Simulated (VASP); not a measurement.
# SnO2 (P4_2/mnm) in VASP: notebook

The runs below take SnO2 through single point, relaxation of shape and atoms at fixed volume, with PBE.

Everything below comes from runs of VASP 6.6.1. Logs are shortened: lines on timing, memory, paths and dates and some standing lists are left out, and cuts for length are marked.

## Step 1: The cell of the first run

The structure is tetragonal, space group P4_2/mnm (No. 136). The conventional cell has a = 4.827 Å, b = 4.827 Å, c = 3.238 Å, α = 90.00°, β = 90.00°, γ = 90.00°. Sn (site symmetry mmm) has 6 O at 2.09 Å within 2.8 Å. O (site symmetry m2m) has 3 Sn at 2.09 Å and 1 O at 2.64 Å within 2.8 Å.

## Step 2: Single point, PBE

The input, INCAR:

```
PREC = Accurate ; ENCUT = 520
EDIFF = 1E-7 ; ISMEAR = 0
SIGMA = 0.02 ; LREAL = F
LASPH = T ; NELM = 100
ALGO = Normal ; ISIF = 2
LWAVE = F ; LCHARG = F
GGA = PE ; NBANDS = 35
```

The input, KPOINTS:

```
Automatic mesh
0
Gamma
  6 6 8
```

The input, POSCAR:

```
SnO2
1.0
    4.8274196516      0.0000000000      0.0000000000
    0.0000000000      4.8274196516      0.0000000000
    0.0000000000      0.0000000000      3.2380690958
Sn O
2 4
Direct
    0.0000000000      0.0000000000      0.0000000000
    0.5000000000      0.5000000000      0.5000000000
    0.3065442636      0.3065442636      0.0000000000
    0.1934557364      0.8065442636      0.5000000000
    0.6934557364      0.6934557364      0.0000000000
    0.8065442636      0.1934557364      0.5000000000
```

Potentials or basis: VASP PAW PBE potentials, release 64 (Sn_d, O).

On the command line:

```
cat potpaw_PBE.64/Sn_d/POTCAR potpaw_PBE.64/O/POTCAR > POTCAR
mpirun -np 1 vasp_std > vasp.out
```

OUTCAR:

```text
PREC = Accurate
   ENCUT = 520
   EDIFF = 1E-7
   ISMEAR = 0
   LREAL = F
   LASPH = T
   NELM = 100
   ISIF = 2
   GGA = PE

 ion  position               nearest neighbor table
   1  0.000  0.000  0.000-   4 2.09   6 2.09   4 2.09   6 2.09   5 2.09   3 2.09
   2  0.500  0.500  0.500-   3 2.09   5 2.09   3 2.09   5 2.09   4 2.09   6 2.09
   3  0.307  0.307  0.000-   2 2.09   2 2.09   1 2.09
   4  0.193  0.807  0.500-   1 2.09   1 2.09   2 2.09
   5  0.693  0.693  0.000-   2 2.09   2 2.09   1 2.09
   6  0.807  0.193  0.500-   1 2.09   1 2.09   2 2.09

  LATTYP: Found a simple tetragonal cell.
 ALAT       =     4.8274196516
 C/A-ratio  =     0.6707660261

  Lattice vectors:

 A1 = (   4.8274196516,   0.0000000000,   0.0000000000)
 A2 = (   0.0000000000,   4.8274196516,   0.0000000000)
 A3 = (   0.0000000000,   0.0000000000,   3.2380690958)

Analysis of symmetry for initial positions (statically):
=====================================================================
 Subroutine PRICEL returns:
 Original cell was already a primitive cell.

 Routine SETGRP: Setting up the symmetry group for a
 simple tetragonal supercell.

 Subroutine GETGRP returns: Found 16 space group operations
 (whereof  8 operations were pure point group operations)
 out of a pool of 16 trial point group operations.

The static configuration has the point symmetry D_2h.
 The point group associated with its full space group is D_4h.

Analysis of symmetry for dynamics (positions and initial velocities):
=====================================================================
 Subroutine PRICEL returns:
 Original cell was already a primitive cell.

 Routine SETGRP: Setting up the symmetry group for a
 simple tetragonal supercell.

 Subroutine GETGRP returns: Found 16 space group operations
 (whereof  8 operations were pure point group operations)
 out of a pool of 16 trial point group operations.

The dynamic configuration has the point symmetry D_2h.
 The point group associated with its full space group is D_4h.

 Subroutine INISYM returns: Found 16 space group operations
 (whereof  8 operations are pure point group operations),
 and found     1 'primitive' translations

----------------------------------------------------------------------------------------

                                     Primitive cell

  volume of cell :      75.4599

  direct lattice vectors                    reciprocal lattice vectors
     4.827419652  0.000000000  0.000000000     0.207150004  0.000000000  0.000000000
     0.000000000  4.827419652  0.000000000     0.000000000  0.207150004  0.000000000
     0.000000000  0.000000000  3.238069096     0.000000000  0.000000000  0.308826023

  length of vectors
     4.827419652  4.827419652  3.238069096     0.207150004  0.207150004  0.308826023

  position of ions in fractional coordinates (direct lattice)
     0.000000000  0.000000000  0.000000000
     0.500000000  0.500000000  0.500000000
     0.306544264  0.306544264  0.000000000
     0.193455736  0.806544264  0.500000000
     0.693455736  0.693455736  0.000000000
     0.806544264  0.193455736  0.500000000

  ion indices of the primitive-cell ions
   primitive index   ion index
                 1           1
                 2           2
                 3           3
                 4           4
                 5           5
                 6           6

----------------------------------------------------------------------------------------

 KPOINTS: Automatic mesh

Automatic generation of k-mesh.
 Grid dimensions read from file:
 generate k-points for:    6    6    8

 Generating k-lattice:

  Cartesian coordinates                     Fractional coordinates (reciprocal lattice)
     0.034525001  0.000000000  0.000000000     0.166666667  0.000000000  0.000000000
     0.000000000  0.034525001  0.000000000     0.000000000  0.166666667  0.000000000
     0.000000000  0.000000000  0.038603253     0.000000000  0.000000000  0.125000000

  Length of vectors
     0.034525001  0.034525001  0.038603253

  Shift w.r.t. Gamma in fractional coordinates (k-lattice)
     0.000000000  0.000000000  0.000000000

 Subroutine IBZKPT returns following result:
 ===========================================

 Found     50 irreducible k-points:

 Following reciprocal coordinates:
            Coordinates               Weight
  0.000000  0.000000  0.000000      1.000000
  0.166667  0.000000  0.000000      4.000000
  0.333333  0.000000  0.000000      4.000000
  0.500000  0.000000  0.000000      2.000000
  0.166667  0.166667  0.000000      4.000000
  0.333333  0.166667  0.000000      8.000000
[... 16 lines left out ...]
  0.333333  0.000000  0.250000      8.000000
  0.500000  0.000000  0.250000      4.000000
 [... further k-points ...]
   k-points           NKPTS =     50   k-points in BZ     NKDIM =     50   number of bands    NBANDS=     35
   number of dos      NEDOS =    301   number of ions     NIONS =      6
   total plane-waves  NPLWV =  31104
   dimension x,y,z NGX =    36 NGY =   36 NGZ =   24
   dimension x,y,z NGXF=    72 NGYF=   72 NGZF=   48
   ions per type =               2   4
   NGX,Y,Z   is equivalent  to a cutoff of  12.40, 12.40, 12.32 a.u.
   NGXF,Y,Z  is equivalent  to a cutoff of  24.80, 24.80, 24.64 a.u.
 SYSTEM =  unknown system
   PREC   = accura    normal or accurate (medium, high low for compatibility)
   ISTART =      0    job   : 0-new  1-cont  2-samecut
   ICHARG =      2    charge: 1-file 2-atom 10-const
   ISPIN  =      1    spin polarized calculation?
   LNONCOLLINEAR =      F non collinear calculations
   LSORBIT =      F    spin-orbit coupling
   LASPH  =      T    aspherical Exc in radial PAW
   ENCUT  =  520.0 eV  38.22 Ry    6.18 a.u.   8.98  8.98  6.02*2*pi/ulx,y,z
   NELM   =    100;   NELMIN=  2; NELMDL= -5     # of ELM steps
   EDIFF  = 0.1E-06   stopping-criterion for ELM
   LREAL  =      F    real-space projection
   EDIFFG = 0.1E-05   stopping-criterion for IOM
   NSW    =      0    number of steps for IOM
   IBRION =     -1    ionic relax: 0-MD 1-quasi-New 2-CG
   NFREE  =      0    steps in history (QN), initial steepest desc. (CG)
   ISIF   =      2    stress and relaxation
   ISYM   =      2    0-nonsym 1-usesym 2-fastsym
   POTIM  = 0.5000    time-step for ionic-motion
   TEBEG  =    0.0;   TEEND  =   0.0 temperature during run
   PSTRESS=    0.0 pullay stress
   NELECT =      52.0000    total number of electrons
   NUPDOWN=      -1.0000    fix difference up-down
   EMIN   =  10.00;   EMAX   =-10.00  energy-range for DOS
   EFERMI =   0.00;   METHOD = LEGACY
   ISMEAR =     0;   SIGMA  =   0.02  broadening in eV -4-tet -1-fermi 0-gaus
   EFERMI_NEDOS =   21; number of points for ismear=-14 and -15
   IALGO  =     38    algorithm
   IMIX   =      4    mixing-type and parameters
     AMIX     =   0.40;   BMIX     =  1.00
     AMIX_MAG =   1.60;   BMIX_MAG =  1.00
  volume/ion in A,a.u.               =      12.58        84.87
  Fermi-wavevector in a.u.,A,eV,Ry     =   1.446007  2.732558 28.448934  2.090938
  Thomas-Fermi vector in A             =   2.564125
   LORBIT       =      0    0 simple, 1 ext, 2 COOP (PROOUT), +10 PAW based schemes
   GGA     = PE    functional components
   LHFCALC =     F    Hartree Fock is set to
   AEXX    =    0.0000 exact exchange contribution
   IVDW    =     0    specifies the selected vdW correction
   LEPSILON=     F    determine dielectric tensor
   LRPA    =     F    only Hartree local field effects (RPA)
 non-spin polarized calculation
 Gauss-broadening in eV      SIGMA  =   0.02
  energy-cutoff  :      520.00
  volume of cell :       75.46
 maximum number of plane-waves:      2068
 NGX is ok and might be reduce to    36
   NGX = 17   NGY = 17   NGZ = 13

 number of electron      52.0000002 magnetization

 Free energy of the ion-electron system (eV)
  ---------------------------------------------------
  ext. energy  EPLUGINS =         0.00000000
  ---------------------------------------------------
  free energy    TOTEN  =       -37.31099191 eV

  energy without entropy =      -37.31099191  energy(sigma->0) =      -37.31099191

 E-fermi :   5.6689     XC(G=0): -10.9761

 val. band max:        5.5317870628   @ k =   0.0000   0.0000   0.0000
 cond. band min:       6.2002695479   @ k =   0.0000   0.0000   0.0000
 fundamental gap:      0.6684824851
 Fermi energy:         5.6688553898

 k-point     1 :       0.0000    0.0000    0.0000
  band No.  band energies     occupation
      1     -15.5041      2.00000
      2     -14.8395      2.00000
      3     -14.6466      2.00000
      4     -14.6192      2.00000
      5     -14.6192      2.00000
      6     -14.5537      2.00000
[... 27 lines left out ...]
     34      17.0155      0.00000
     35      17.7816      0.00000

 k-point     2 :       0.1667    0.0000    0.0000
  band No.  band energies     occupation
      1     -15.4667      2.00000
      2     -14.8814      2.00000
      3     -14.6458      2.00000
      4     -14.6178      2.00000
      5     -14.6177      2.00000
      6     -14.5822      2.00000
[... 27 lines left out ...]
     34      17.1163      0.00000
     35      17.7899      0.00000

 k-point     3 :       0.3333    0.0000    0.0000
  band No.  band energies     occupation
      1     -15.3587      2.00000
      2     -15.0147      2.00000
      3     -14.6431      2.00000
      4     -14.6200      2.00000
      5     -14.6147      2.00000
      6     -14.6146      2.00000
[... 27 lines left out ...]
     34      17.4763      0.00000
     35      17.7704      0.00000
[... 723 lines left out ...]
 k-point    23 :       0.3333    0.0000    0.2500
  band No.  band energies     occupation
      1     -15.2635      2.00000
      2     -15.1415      2.00000
      3     -14.8604      2.00000
      4     -14.6785      2.00000
      5     -14.5536      2.00000
      6     -14.5468      2.00000
[... 27 lines left out ...]
     34      17.4092      0.00000
     35      17.7389      0.00000

 k-point    24 :       0.5000    0.0000    0.2500
  band No.  band energies     occupation
      1     -15.2206      2.00000
      2     -15.2206      2.00000
      3     -14.7558      2.00000
      4     -14.7558      2.00000
      5     -14.5493      2.00000
      6     -14.5493      2.00000
[... 27 lines left out ...]
     34      17.5158      0.00000
     35      17.8015      0.00000

 [... further k-points ...]
[... 5 lines left out ...]
  --------------------------------------------------------------------------------------
  -------------------------------------------------------------------------------------
  Total        0.2378696      0.2378696      0.3749364      0.0000000      0.0000000      0.0000000
  in kB        5.0504879      5.0504879      7.9607140      0.0000000      0.0000000      0.0000000
  external PRESSURE =       6.0205633 kB  Pullay stress =       0.0000000 kB

 VOLUME and BASIS-vectors are now :
 -----------------------------------------------------------------------------
  energy-cutoff  :      520.00
  volume of cell :       75.46
      direct lattice vectors                 reciprocal lattice vectors
     4.827419652  0.000000000  0.000000000     0.207150004  0.000000000  0.000000000
     0.000000000  4.827419652  0.000000000     0.000000000  0.207150004  0.000000000
     0.000000000  0.000000000  3.238069096     0.000000000  0.000000000  0.308826023

 POSITION                                       TOTAL-FORCE (eV/Angst)
 -----------------------------------------------------------------------------------
      0.00000      0.00000      0.00000         0.000000     -0.000000      0.000000
      2.41371      2.41371      1.61903         0.000000     -0.000000      0.000000
      1.47982      1.47982      0.00000        -0.008490     -0.008490      0.000000
      0.93389      3.89353      1.61903         0.008490     -0.008490      0.000000
      3.34760      3.34760      0.00000         0.008490      0.008490     -0.000000
      3.89353      0.93389      1.61903        -0.008490      0.008490     -0.000000
 -----------------------------------------------------------------------------------
    total drift:                                0.000000      0.000000      0.000000

  FREE ENERGIE OF THE ION-ELECTRON SYSTEM (eV)
  ---------------------------------------------------
  free  energy   TOTEN  =       -37.3109919058 eV

  energy  without entropy=      -37.3109919058  energy(sigma->0) =      -37.31099191
```

Run time: 53 s. Hardware: 1 thread of Intel Xeon 6975P-C (Granite Rapids), shared host; peak memory 0.24 GiB.

What came out:

```yaml
Free_energy: -37.3110 eV
Pressure: 0.6 GPa
Largest_force: 0.012 eV/Å
Band_gap_on_the_k_mesh: 0.67 eV, direct
```

Forces on the atoms (eV/Å):
```
Sn   0.000  0.000  0.000
Sn   0.000  0.000  0.000
O   -0.008 -0.008  0.000
O    0.008 -0.008  0.000
O    0.008  0.008  0.000
O   -0.008  0.008  0.000
```

Stress tensor (GPa, compression positive):
```
0.51 0.00 0.00
0.00 0.51 0.00
0.00 0.00 0.80
```

Caveat: spin-orbit coupling is left out, which moves the levels of the heavy elements.

## Step 3: Relaxation of shape and atoms at fixed volume, PBE (volume scaled by 1.03)

The input, INCAR:

```
SYSTEM = SnO2
ALGO = Normal
EDIFF = 1E-6
EDIFFG = -0.01
ENCUT = 600
GGA = PE
IBRION = 2
ISIF = 4
ISMEAR = 0
LASPH = .True.
LCHARG = .False.
LREAL = .False.
LWAVE = .False.
NELM = 100
NSW = 50
PREC = Accurate
SIGMA = 0.02
```

The input, KPOINTS:

```
k-points
0
Gamma
  6 6 8
  0 0 0
```

The input, POSCAR:

```
SnO2
1.0
    4.8752189987      0.0000000000      0.0000000000
    0.0000000000      4.8752189987      0.0000000000
    0.0000000000      0.0000000000      3.2701312639
Sn O
2 4
Direct
    0.0000000000      0.0000000000      0.0000000000
    0.5000000000      0.5000000000      0.5000000000
    0.3065442634      0.3065442634      0.0000000000
    0.1934557366      0.8065442634      0.5000000000
    0.6934557366      0.6934557366      0.0000000000
    0.8065442634      0.1934557366      0.5000000000
```

Potentials or basis: VASP PAW PBE potentials, release 64 (Sn_d, O).

On the command line:

```
cat potpaw_PBE.64/Sn_d/POTCAR potpaw_PBE.64/O/POTCAR > POTCAR
mpirun -np 1 vasp_std > vasp.out
```

Wall time 1.9 min (1 thread of Intel Xeon 6975P-C (Granite Rapids), shared host); peak memory 0.27 GiB.

It converged, with:

```yaml
Free_energy: -37.2969 eV
Energy_gained_by_relaxing: 0.4 meV/atom
Ionic_steps: 3
Pressure_after_relaxing: -4.2 GPa
Largest_force_after_relaxing: 0.009 eV/Å
Band_gap_on_the_k_mesh: 0.40 eV, direct
```

Forces on the atoms (eV/Å):
```
Sn   0.000  0.000  0.000
Sn   0.000  0.000  0.000
O   -0.007 -0.007  0.000
O    0.007 -0.007  0.000
O    0.007  0.007  0.000
O   -0.007  0.007  0.000
```

Stress tensor (GPa, compression positive):
```
-4.20  0.00  0.00
 0.00 -4.20  0.00
 0.00  0.00 -4.35
```

The path:
```
step  energy change (eV)  largest force (eV/Å)  pressure (GPa)  volume (Å³)
   1              0.0000                0.0881           -4.60        77.72
   2             -0.0021                0.0065           -4.33        77.72
   3             -0.0022                0.0095           -4.25        77.72
```

Final structure:
```
Sn O
1.0
     4.88494    0.00000    0.00000
     0.00000    4.88494    0.00000
     0.00000    0.00000    3.25713
Sn O
2 4
Direct
  0.00000 0.00000 0.00000
  0.50000 0.50000 0.50000
  0.30728 0.30728 0.00000
  0.19272 0.80728 0.50000
  0.69272 0.69272 0.00000
  0.80728 0.19272 0.50000
```

Levels at points of the mesh, in eV from the valence-band top:
| k point | band 23 | band 24 | band 25 | band 26 | band 27 | band 28 | band 29 | band 30 |
| --- | --- | --- | --- | --- | --- | --- | --- | --- |
| (0.00, 0.00, 0.00) | -1.25 | -0.72 | -0.72 | 0.00 | 0.40 | 5.44 | 5.95 | 5.95 |
| (0.50, 0.00, 0.00) | -1.20 | -1.20 | -0.60 | -0.60 | 3.59 | 3.59 | 6.67 | 6.67 |
| (0.50, 0.50, 0.00) | -1.32 | -1.32 | -0.83 | -0.83 | 3.97 | 3.97 | 6.97 | 6.97 |
| (0.00, 0.00, 0.50) | -1.45 | -1.45 | -1.14 | -1.14 | 5.28 | 5.28 | 9.14 | 9.14 |
| (0.50, 0.00, 0.50) | -0.97 | -0.97 | -0.77 | -0.77 | 5.53 | 5.53 | 7.34 | 7.34 |
| (0.50, 0.50, 0.50) | -0.90 | -0.90 | -0.75 | -0.75 | 4.11 | 4.11 | 8.42 | 8.42 |

Caveat: the cell differs from its parent crystal (volume scaled by 1.03); spin-orbit coupling is left out, which moves the levels of the heavy elements.

## Step 4: Relaxation of shape and atoms at fixed volume, PBE (volume scaled by 1.06)

The input, INCAR:

```
  PREC = Accurate
  ENCUT = 600
  EDIFF = 1E-6
  ISMEAR = 0
  SIGMA = 0.02
  LREAL = F
  LASPH = T
  NELM = 80
  ALGO = Normal
  ISIF = 4
  LWAVE = F
  LCHARG = F
  GGA = PE
  IBRION = 2
  NSW = 50
  EDIFFG = -0.01
```

The input, KPOINTS:

```
regular mesh
0
Gamma
  6 6 8
```

The input, POSCAR:

```
SnO2
1.0
    4.9348349142      0.0000000000      0.0000000000
    0.0000000000      4.9348349142      0.0000000000
    0.0000000000      0.0000000000      3.2845571850
Sn O
2 4
Direct
    0.0000000000      0.0000000000      0.0000000000
    0.5000000000      0.5000000000      0.5000000000
    0.3073373857      0.3073373857      0.0000000000
    0.1926626143      0.8073373857      0.5000000000
    0.6926626143      0.6926626143      0.0000000000
    0.8073373857      0.1926626143      0.5000000000
```

On the command line:

```
cat potpaw_PBE.64/Sn_d/POTCAR potpaw_PBE.64/O/POTCAR > POTCAR
mpirun -np 1 vasp_std > vasp.out
```

Run time: 1.8 min. Hardware: 1 thread of Intel Xeon 6975P-C (Granite Rapids), shared host; peak memory 0.27 GiB.

Results (log left out):

```
Free energy                  : -37.2146 eV
Energy gained by relaxing    : 0.5 meV/atom
Ionic steps                  : 3
Pressure after relaxing      : -8.0 GPa
Largest force after relaxing : 0.005 eV/Å
Band gap on the k mesh       : 0.18 eV, direct
```

Forces in eV/Å, atoms in the order of the input:
```
Sn   0.000  0.000  0.000
Sn   0.000  0.000  0.000
O   -0.003 -0.003  0.000
O    0.003 -0.003  0.000
O    0.003  0.003  0.000
O   -0.003  0.003  0.000
```

Stress tensor (GPa, compression positive):
```
-7.95  0.00  0.00
 0.00 -7.95  0.00
 0.00  0.00 -8.06
```

The path:
| step | energy change (eV) | largest force (eV/Å) | pressure (GPa) | volume (Å³) |
| --- | --- | --- | --- | --- |
| 1 | 0.0000 | 0.0889 | -8.41 | 79.99 |
| 2 | -0.0025 | 0.0198 | -8.11 | 79.99 |
| 3 | -0.0028 | 0.0046 | -7.99 | 79.99 |

Final structure:
```
CELL_PARAMETERS angstrom
4.94685 0.00000 0.00000
0.00000 4.94685 0.00000
0.00000 0.00000 3.26862
ATOMIC_POSITIONS crystal
Sn 0.00000 0.00000 0.00000
Sn 0.50000 0.50000 0.50000
O 0.30817 0.30817 0.00000
O 0.19183 0.80817 0.50000
O 0.69183 0.69183 0.00000
O 0.80817 0.19183 0.50000
```

Levels at points of the mesh, in eV from the valence-band top:
```
           k point  band 23  band 24  band 25  band 26  band 27  band 28  band 29  band 30
(0.00, 0.00, 0.00)    -1.24    -0.71    -0.71     0.00     0.18     5.22     5.86     5.86
(0.50, 0.00, 0.00)    -1.19    -1.19    -0.59    -0.59     3.33     3.33     6.57     6.57
(0.50, 0.50, 0.00)    -1.29    -1.29    -0.81    -0.81     3.70     3.70     6.81     6.81
(0.00, 0.00, 0.50)    -1.37    -1.37    -1.11    -1.11     5.01     5.01     8.93     8.93
(0.50, 0.00, 0.50)    -0.93    -0.93    -0.79    -0.79     5.24     5.24     7.08     7.08
(0.50, 0.50, 0.50)    -0.89    -0.89    -0.73    -0.73     3.90     3.90     8.22     8.22
```

Caveat: the cell differs from its parent crystal (volume scaled by 1.06); spin-orbit coupling is left out, which moves the levels of the heavy elements.

## Step 5: Overview

| task | cell | cutoff (eV) | gap on the mesh (eV) | pressure (GPa) | largest force (eV/Å) |
| --- | --- | --- | --- | --- | --- |
| single point | a = 4.827, b = 4.827, c = 3.238 Å, 6 atoms | 520 | 0.67 | 0.6 | 0.01 |
| relaxation of shape and atoms at fixed volume | relaxed from a = 4.875, b = 4.875, c = 3.270 Å, 6 atoms | 600 | 0.40 | -4.2 | 0.01 |
| relaxation of shape and atoms at fixed volume | relaxed from a = 4.935, b = 4.935, c = 3.285 Å, 6 atoms | 600 | 0.18 | -8.0 | - |

Alike in all rows: level PBE; potentials or basis VASP PAW PBE potentials, release 64 (Sn_d, O); no spin polarisation; k mesh 6 × 6 × 8; smearing gaussian 0.02 eV.

Caveats: spin-orbit coupling is left out, which moves the levels of the heavy elements.

Total energies depend on the potentials used, so only differences within one code and one set of settings carry meaning.
